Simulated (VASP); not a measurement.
# Ga4O (Pm-3m) in VASP: notebook, part 2 of 2

VASP 6.6.1. Earlier steps stand in the parts before.

## 4. Single point, PBE, collinear spin, ferromagnetic start

INCAR reads:

```
SYSTEM = Ga4O
PREC = Accurate
ENCUT = 520
EDIFF = 1E-6
ISMEAR = 0
SIGMA = 0.1
LREAL = .False.
LASPH = .True.
NELM = 150
ALGO = Normal
ISIF = 2
LWAVE = .False.
LCHARG = .False.
ISPIN = 2
MAGMOM = 0 0 0 0 1
LORBIT = 11
GGA = PE
NBANDS = 41
```

KPOINTS reads:

```
Automatic mesh
0
Gamma
  4 4 4
  0 0 0
```

POSCAR reads:

```
Ga4O
1.0
    4.3979385500      0.0000000000      0.0000000000
    0.0000000000      4.3979385500      0.0000000000
    0.0000000000      0.0000000000      4.3979385500
Ga O
4 1
Direct
    0.0000000000      0.0000000000      0.0000000000
    0.5000000000      0.5000000000      0.0000000000
    0.5000000000      0.0000000000      0.5000000000
    0.0000000000      0.5000000000      0.5000000000
    0.5000000000      0.5000000000      0.5000000000
```

Potentials or basis: VASP PAW PBE potentials, release 64 (Ga_d, O).

Started as:

```sh
cat potpaw_PBE.64/Ga_d/POTCAR potpaw_PBE.64/O/POTCAR > POTCAR
mpirun -np 1 vasp_std > vasp.out
```

OUTCAR:

```text
SYSTEM = Ga4O
   PREC = Accurate
   ENCUT = 520
   EDIFF = 1E-6
   ISMEAR = 0
   LREAL = .False.
   LASPH = .True.
   NELM = 150
   ISIF = 2
   ISPIN = 2
   LORBIT = 11
   GGA = PE

 ion  position               nearest neighbor table
   1  0.000  0.000  0.000-
   2  0.500  0.500  0.000-   5 2.20   5 2.20
   3  0.500  0.000  0.500-   5 2.20   5 2.20
   4  0.000  0.500  0.500-   5 2.20   5 2.20
   5  0.500  0.500  0.500-   2 2.20   3 2.20   4 2.20   2 2.20   3 2.20   4 2.20

  LATTYP: Found a simple cubic cell.
 ALAT       =     4.3979385500

  Lattice vectors:

 A1 = (   4.3979385500,   0.0000000000,   0.0000000000)
 A2 = (   0.0000000000,   4.3979385500,   0.0000000000)
 A3 = (   0.0000000000,   0.0000000000,   4.3979385500)

Analysis of symmetry for initial positions (statically):
=====================================================================
 Subroutine PRICEL returns:
 Original cell was already a primitive cell.

 Routine SETGRP: Setting up the symmetry group for a
 simple cubic supercell.

 Subroutine GETGRP returns: Found 48 space group operations
 (whereof 48 operations were pure point group operations)
 out of a pool of 48 trial point group operations.

The static configuration has the point symmetry O_h .

Analysis of symmetry for dynamics (positions and initial velocities):
=====================================================================
 Subroutine PRICEL returns:
 Original cell was already a primitive cell.

 Routine SETGRP: Setting up the symmetry group for a
 simple cubic supercell.

 Subroutine GETGRP returns: Found 48 space group operations
 (whereof 48 operations were pure point group operations)
 out of a pool of 48 trial point group operations.

The dynamic configuration has the point symmetry O_h .

Analysis of structural, dynamic, and magnetic symmetry:
=====================================================================
 Subroutine PRICEL returns:
 Original cell was already a primitive cell.

 Routine SETGRP: Setting up the symmetry group for a
 simple cubic supercell.

 Subroutine GETGRP returns: Found 48 space group operations
 (whereof 48 operations were pure point group operations)
 out of a pool of 48 trial point group operations.

The overall configuration has the point symmetry O_h .

 Subroutine INISYM returns: Found 48 space group operations
 (whereof 48 operations are pure point group operations),
 and found     1 'primitive' translations

----------------------------------------------------------------------------------------

                                     Primitive cell

  volume of cell :      85.0643

  direct lattice vectors                    reciprocal lattice vectors
     4.397938550  0.000000000  0.000000000     0.227379257  0.000000000  0.000000000
     0.000000000  4.397938550  0.000000000     0.000000000  0.227379257  0.000000000
     0.000000000  0.000000000  4.397938550     0.000000000  0.000000000  0.227379257

  length of vectors
     4.397938550  4.397938550  4.397938550     0.227379257  0.227379257  0.227379257

  position of ions in fractional coordinates (direct lattice)
     0.000000000  0.000000000  0.000000000
     0.500000000  0.500000000  0.000000000
     0.500000000  0.000000000  0.500000000
     0.000000000  0.500000000  0.500000000
     0.500000000  0.500000000  0.500000000

  ion indices of the primitive-cell ions
[... 68 lines left out ...]
   NFREE  =      0    steps in history (QN), initial steepest desc. (CG)
   ISIF   =      2    stress and relaxation
   ISYM   =      2    0-nonsym 1-usesym 2-fastsym
   POTIM  = 0.5000    time-step for ionic-motion
   TEBEG  =    0.0;   TEEND  =   0.0 temperature during run
   PSTRESS=    0.0 pullay stress
   NELECT =      58.0000    total number of electrons
   NUPDOWN=      -1.0000    fix difference up-down
   EMIN   =  10.00;   EMAX   =-10.00  energy-range for DOS
   EFERMI =   0.00;   METHOD = LEGACY
   ISMEAR =     0;   SIGMA  =   0.10  broadening in eV -4-tet -1-fermi 0-gaus
   EFERMI_NEDOS =   21; number of points for ismear=-14 and -15
   IALGO  =     38    algorithm
   IMIX   =      4    mixing-type and parameters
     AMIX     =   0.40;   BMIX     =  1.00
     AMIX_MAG =   1.60;   BMIX_MAG =  1.00
  volume/ion in A,a.u.               =      17.01       114.81
  Fermi-wavevector in a.u.,A,eV,Ry     =   1.440904  2.722913 28.248470  2.076204
  Thomas-Fermi vector in A             =   2.559596
   LORBIT       =     11    0 simple, 1 ext, 2 COOP (PROOUT), +10 PAW based schemes
   GGA     = PE    functional components
   LHFCALC =     F    Hartree Fock is set to
   AEXX    =    0.0000 exact exchange contribution
   IVDW    =     0    specifies the selected vdW correction
   LEPSILON=     F    determine dielectric tensor
   LRPA    =     F    only Hartree local field effects (RPA)
 spin polarized calculation
 Gauss-broadening in eV      SIGMA  =   0.10
  energy-cutoff  :      520.00
  volume of cell :       85.06
 maximum number of plane-waves:      2320
 NGX is ok and might be reduce to    36
   NGX = 17   NGY = 17   NGZ = 17

 number of electron      57.9999942 magnetization      -0.0005001

 number of electron      57.9999942 magnetization       0.0002322

 Free energy of the ion-electron system (eV)
  ---------------------------------------------------
  ext. energy  EPLUGINS =         0.00000000
  ---------------------------------------------------
  free energy    TOTEN  =       -17.19097920 eV

  energy without entropy =      -17.17937811  energy(sigma->0) =      -17.18517866

 E-fermi :   5.1411     XC(G=0): -10.9128

 val. band max:        5.0854405169   @ k =   0.5000   0.0000   0.0000
 cond. band min:       5.3081261168   @ k =   0.2500   0.2500   0.0000
 fundamental gap:      0.2226855999
 Fermi energy:         5.1411223232

 spin component 1

 k-point     1 :       0.0000    0.0000    0.0000
  band No.  band energies     occupation
      1     -14.4349      1.00000
      2      -9.7012      1.00000
      3      -9.7012      1.00000
      4      -9.7012      1.00000
      5      -9.6624      1.00000
      6      -9.6624      1.00000
[... 429 lines left out ...]
     40      13.9981      0.00000
     41      18.6721      0.00000
 Fermi energy:         5.1411223232

 spin component 2

 k-point     1 :       0.0000    0.0000    0.0000
  band No.  band energies     occupation
      1     -14.4349      1.00000
      2      -9.7012      1.00000
      3      -9.7012      1.00000
      4      -9.7012      1.00000
      5      -9.6624      1.00000
      6      -9.6624      1.00000
[... 429 lines left out ...]
     40      13.9982      0.00000
     41      18.6613      0.00000

------------------------ aborting loop because EDIFF is reached ----------------------------------------

  FORCE on cell =-STRESS in cart. coord.  units (eV):
  Direction    XX          YY          ZZ          XY          YZ          ZX
  --------------------------------------------------------------------------------------
  -------------------------------------------------------------------------------------
  Total        1.8083363      1.8083363      1.8083363      0.0000000      0.0000000      0.0000000
  in kB       34.0598169     34.0598169     34.0598169      0.0000000      0.0000000      0.0000000
  external PRESSURE =      34.0598169 kB  Pullay stress =       0.0000000 kB

 VOLUME and BASIS-vectors are now :
 -----------------------------------------------------------------------------
  energy-cutoff  :      520.00
  volume of cell :       85.06
      direct lattice vectors                 reciprocal lattice vectors
     4.397938550  0.000000000  0.000000000     0.227379257  0.000000000  0.000000000
     0.000000000  4.397938550  0.000000000     0.000000000  0.227379257  0.000000000
     0.000000000  0.000000000  4.397938550     0.000000000  0.000000000  0.227379257

 POSITION                                       TOTAL-FORCE (eV/Angst)
 -----------------------------------------------------------------------------------
      0.00000      0.00000      0.00000         0.000000      0.000000      0.000000
      2.19897      2.19897      0.00000         0.000000      0.000000      0.000000
      2.19897      0.00000      2.19897         0.000000      0.000000      0.000000
      0.00000      2.19897      2.19897         0.000000      0.000000      0.000000
      2.19897      2.19897      2.19897         0.000000      0.000000      0.000000
 -----------------------------------------------------------------------------------
    total drift:                                0.000000      0.000000      0.000000

  FREE ENERGIE OF THE ION-ELECTRON SYSTEM (eV)
  ---------------------------------------------------
  free  energy   TOTEN  =       -17.1909792009 eV

  energy  without entropy=      -17.1793781125  energy(sigma->0) =      -17.18517866

 total charge

# of ion       s       p       d       tot
------------------------------------------
    1        0.991   0.527   9.937  11.456
    2        1.054   0.434   9.991  11.479
    3        1.054   0.434   9.991  11.479
    4        1.054   0.434   9.991  11.479
    5        1.607   3.360   0.000   4.967
--------------------------------------------------
tot          5.759   5.190  39.910  50.859

 magnetization (x)

# of ion       s       p       d       tot
------------------------------------------
    1       -0.000   0.000   0.000   0.000
    2       -0.000   0.000  -0.000   0.000
    3       -0.000   0.000  -0.000   0.000
    4       -0.000   0.000  -0.000   0.000
    5       -0.000  -0.000   0.000  -0.000
--------------------------------------------------
tot         -0.000   0.000   0.000   0.000
```

OSZICAR:

```text
N       E                     dE             d eps       ncg     rms          rms(c)
DAV:   1     0.487185877613E+03    0.48719E+03   -0.26730E+04  1872   0.258E+03
DAV:   2     0.628867865725E+02   -0.42430E+03   -0.40201E+03  1672   0.568E+02
DAV:   3    -0.145774239527E+02   -0.77464E+02   -0.74769E+02  1897   0.168E+02
DAV:   4    -0.188970685122E+02   -0.43196E+01   -0.42525E+01  1986   0.415E+01
DAV:   5    -0.190016111607E+02   -0.10454E+00   -0.10442E+00  1901   0.650E+00    0.101E+01
DAV:   6    -0.174766148133E+02    0.15250E+01   -0.77883E+00  2477   0.272E+01    0.510E+00
DAV:   7    -0.172015723111E+02    0.27504E+00   -0.26626E+00  1985   0.882E+00    0.153E+00
DAV:   8    -0.172003969230E+02    0.11754E-02   -0.28151E-01  1849   0.315E+00    0.669E-01
DAV:   9    -0.171919230645E+02    0.84739E-02   -0.33436E-02  2239   0.222E+00    0.322E-01
DAV:  10    -0.171908231517E+02    0.10999E-02   -0.89404E-03  1980   0.860E-01    0.710E-02
DAV:  11    -0.171909881593E+02   -0.16501E-03   -0.15504E-03  2117   0.259E-01    0.668E-02
DAV:  12    -0.171909753144E+02    0.12845E-04   -0.10269E-04  2193   0.104E-01    0.255E-02
DAV:  13    -0.171909790121E+02   -0.36976E-05   -0.50124E-05  1818   0.629E-02    0.662E-03
DAV:  14    -0.171909792009E+02   -0.18881E-06   -0.23429E-06  1416   0.197E-02
   1 F= -.17190979E+02 E0= -.17185179E+02  d E =-.116011E-01  mag=    -0.0000
```

stdout:

```text
POSCAR found type information on POSCAR GaO
 POSCAR found :  2 types and       5 ions
 scaLAPACK will be used
 LDA part: xc-table for (Slater+PW92), standard interpolation
 POSCAR, INCAR and KPOINTS ok, starting setup
 FFT: planning ... GRIDC
 FFT: planning ... GRID_SOFT
 FFT: planning ... GRID
 WAVECAR not read
 entering main loop
```

Wall time 42 s (1 thread of AMD EPYC 9R45 (Zen 5), shared host); peak memory 0.23 GiB.

What came out:

```yaml
Free_energy: -17.1910 eV
Pressure: 3.4 GPa
Band_gap_on_the_k_mesh: zero (filled and empty bands overlap)
Net_moment: 0.00 μB per cell
Valence_electrons_inside_the_program's_atomic_spheres: Ga 11.46, 11.48 (each value once); O 4.97
```

Levels at points of the mesh, in eV from the Fermi level:
Spin up:
```
           k point  band 27  band 28  band 29  band 30  band 31  band 32
(0.00, 0.00, 0.00)    -2.71    -0.88    -0.14    -0.14    -0.14     4.54
(0.50, 0.00, 0.00)    -2.10    -0.06    -0.06     0.80     1.52     2.65
(0.50, 0.50, 0.00)    -1.78    -1.78     1.57     1.92     1.92     2.07
(0.50, 0.50, 0.50)    -3.44    -3.44    -0.11    -0.11    -0.11     1.99
```
Spin down:
```tsv
k point	band 25	band 26	band 27	band 28	band 29	band 30	band 31	band 32	band 33	band 34
(0.00, 0.00, 0.00)	-5.95	-2.71	-2.71	-0.88	-0.14	-0.14	-0.14	4.54	4.54	4.54
(0.50, 0.00, 0.00)	-5.62	-4.33	-2.10	-0.06	-0.06	0.80	1.52	2.65	2.65	4.44
(0.50, 0.50, 0.00)	-5.39	-4.16	-1.78	-1.78	1.57	1.92	1.92	2.07	2.54	2.54
(0.50, 0.50, 0.50)	-4.79	-3.44	-3.44	-3.44	-0.11	-0.11	-0.11	1.99	8.13	8.13
```

Caveat: the cell stands under pressure.

## 5. Single point, PBE, collinear spin, ferromagnetic start

INCAR reads:

```
PREC = Accurate
ENCUT = 520
EDIFF = 1E-6
ISMEAR = 0
SIGMA = 0.1
LREAL = F
LASPH = T
NELM = 150
ALGO = Normal
ISIF = 2
LWAVE = F
LCHARG = F
ISPIN = 2
MAGMOM = 0 0 0 0 1
LORBIT = 11
GGA = PE
NBANDS = 41
```

KPOINTS reads:

```
Automatic mesh
0
Gamma
  4 4 4
```

POSCAR is that of step 4.

Started as:

```sh
cat potpaw_PBE.64/Ga_d/POTCAR potpaw_PBE.64/O/POTCAR > POTCAR
mpirun -np 1 vasp_std > vasp.out
```

It took 41 s on 1 thread of AMD EPYC 9R45 (Zen 5), shared host; peak memory 0.23 GiB.

Results (log left out):

* Free energy: -17.1910 eV
* Pressure: 3.4 GPa
* Band gap on the k mesh: zero (filled and empty bands overlap)
* Net moment: 0.00 μB per cell
* Valence electrons inside the program's atomic spheres: Ga 11.46, 11.48 (each value once); O 4.97

Levels at points of the mesh, in eV from the Fermi level:
Spin up:
```
           k point  band 26  band 27  band 28  band 29  band 30  band 31  band 32  band 33
(0.00, 0.00, 0.00)    -2.71    -2.71    -0.88    -0.14    -0.14    -0.14     4.54     4.54
(0.50, 0.00, 0.00)    -4.33    -2.10    -0.06    -0.06     0.80     1.52     2.65     2.65
(0.50, 0.50, 0.00)    -4.16    -1.78    -1.78     1.57     1.92     1.92     2.07     2.54
(0.50, 0.50, 0.50)    -3.44    -3.44    -3.44    -0.11    -0.11    -0.11     1.99     8.13
```
Spin down:
```
           k point  band 27  band 28  band 29  band 30  band 31  band 32
(0.00, 0.00, 0.00)    -2.71    -0.88    -0.14    -0.14    -0.14     4.54
(0.50, 0.00, 0.00)    -2.10    -0.06    -0.06     0.80     1.52     2.65
(0.50, 0.50, 0.00)    -1.78    -1.78     1.57     1.92     1.92     2.07
(0.50, 0.50, 0.50)    -3.44    -3.44    -0.11    -0.11    -0.11     1.99
```

Caveat: the cell stands under pressure.

## 6. Relaxation of cell and atoms, PBE

INCAR reads:

```
SYSTEM = Ga4O
ALGO     = Normal         ! electronic algorithm
EDIFF    = 1E-7           ! SCF threshold, eV
EDIFFG   = -0.01          ! ionic threshold
ENCUT    = 600            ! plane-wave cutoff, eV
GGA      = PE             ! functional
IBRION   = 2              ! ionic algorithm
ISIF     = 3              ! what is computed and relaxed
ISMEAR   = 0              ! smearing method
LASPH    = .TRUE.         ! aspherical terms in the spheres
LCHARG   = .FALSE.        ! write CHGCAR
LREAL    = .FALSE.        ! projectors in reciprocal space
LWAVE    = .FALSE.        ! write WAVECAR
NELM     = 80             ! most SCF steps
NSW      = 100            ! ionic steps
PREC     = Accurate       ! precision mode
SIGMA    = 0.1            ! smearing width, eV
```

KPOINTS reads:

```
k-points
0
G
  8 8 8
  0 0 0
```

POSCAR is that of step 5.

Potentials or basis: VASP PAW PBE potentials, release 64 (Ga_d, O).

Started as:

```sh
cat potpaw_PBE.64/Ga_d/POTCAR potpaw_PBE.64/O/POTCAR > POTCAR
mpirun -np 1 vasp_std > vasp.out
```

Run time: 3.7 min. Hardware: 1 thread of AMD EPYC 9R45 (Zen 5), shared host; peak memory 0.24 GiB.

The run converged. Its results:

```
Free energy                           : -17.2868 eV
Relaxed volume                        : 17.83 Å³/atom
Relaxed cell                          : a = 4.467 Å, b = 4.467 Å, c = 4.467 Å, α = 90.00°, β = 90.00°, γ = 90.00°
Space group after relaxing (to 0.1 Å) : Pm-3m (No. 221)
Energy gained by relaxing             : 5.7 meV/atom
Ionic steps                           : 4
Pressure after relaxing               : 0.0 GPa
Band gap on the k mesh                : zero (bands 29 and 30 overlap by 2.19 eV)
```

Step by step:
| step | energy change (eV) | largest force (eV/Å) | pressure (GPa) | volume (Å³) |
| --- | --- | --- | --- | --- |
| 1 | 0.0000 | 0.0000 | 2.40 | 85.06 |
| 2 | -0.0272 | 0.0000 | 0.38 | 88.24 |
| 3 | -0.0283 | 0.0000 | 0.11 | 88.86 |
| 4 | -0.0283 | 0.0000 | -0.02 | 89.14 |

Final structure:
```
Ga O
1.0
     4.46711    0.00000    0.00000
     0.00000    4.46711    0.00000
     0.00000    0.00000    4.46711
Ga O
4 1
Direct
  0.00000 0.00000 0.00000
  0.50000 0.50000 0.00000
  0.50000 0.00000 0.50000
  0.00000 0.50000 0.50000
  0.50000 0.50000 0.50000
```

Levels at points of the mesh, in eV from the Fermi level:
```tsv
k point	band 27	band 28	band 29	band 30	band 31	band 32
(0.00, 0.00, 0.00)	-2.83	-1.18	-0.09	-0.09	-0.09	4.37
(0.50, 0.00, 0.00)	-2.28	-0.03	-0.03	0.62	1.49	2.58
(0.50, 0.50, 0.00)	-1.65	-1.65	1.41	1.87	1.87	2.00
(0.50, 0.50, 0.50)	-3.29	-3.29	-0.14	-0.14	-0.14	1.87
```

## 7. Summary

| task | spin | cell | k mesh | cutoff (eV) | gap on the mesh (eV) | pressure (GPa) |
| --- | --- | --- | --- | --- | --- | --- |
| single point | off | a = 4.398 Å, 5 atoms | 4 × 4 × 4 | 520 | none | 3.4 |
| single point | off | a = 4.462 Å, 5 atoms | 8 × 8 × 8 | 520 | none | 0.2 |
| single point | collinear, ferromagnetic start | a = 4.398 Å, 5 atoms | 4 × 4 × 4 | 520 | none | 3.4 |
| relaxation of cell and atoms | off | relaxed from a = 4.398 Å, 5 atoms | 8 × 8 × 8 | 600 | none | 0.0 |

Alike in all rows: level PBE; potentials or basis VASP PAW PBE potentials, release 64 (Ga_d, O); smearing gaussian 0.1 eV.

Caveats: the cell stands under pressure (at least some runs).

Total energies depend on the potentials used, so only differences within one code and one set of settings carry meaning.
